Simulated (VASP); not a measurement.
Runs of VASP 6.6.1 on Al. The structure is that of space group Im-3m (No. 229), or close to it. The cells are those of the table. 

```tsv
cell	gap on the mesh (eV)	pressure (GPa)
a = 2.792 Å, angles 109.5°, 1 atom	none	-3.0
a = 2.709 Å, angles 109.5°, 1 atom	none	(a)
a = 2.738 Å, angles 109.5°, 1 atom	none	1.9
a = 2.819 Å, angles 109.5°, 1 atom	none	-4.9
a = 2.765 Å, angles 109.5°, 1 atom	none	(b)
```

Alike in all rows: task single point; level r2SCAN; potentials or basis VASP PAW PBE potentials, release 64 (Al); no spin polarisation; k mesh 13 × 13 × 13; cutoff (eV) 520; smearing fermi-dirac 0.1 eV.

Task: Estimate the missing entries.

Result: (a) 5.0; (b) -0.8.

Caveats: the PAW data sets were made with another functional, which shifts forces and pressure a little.

A gap of «none» marks levels without a gap at the run's occupations.
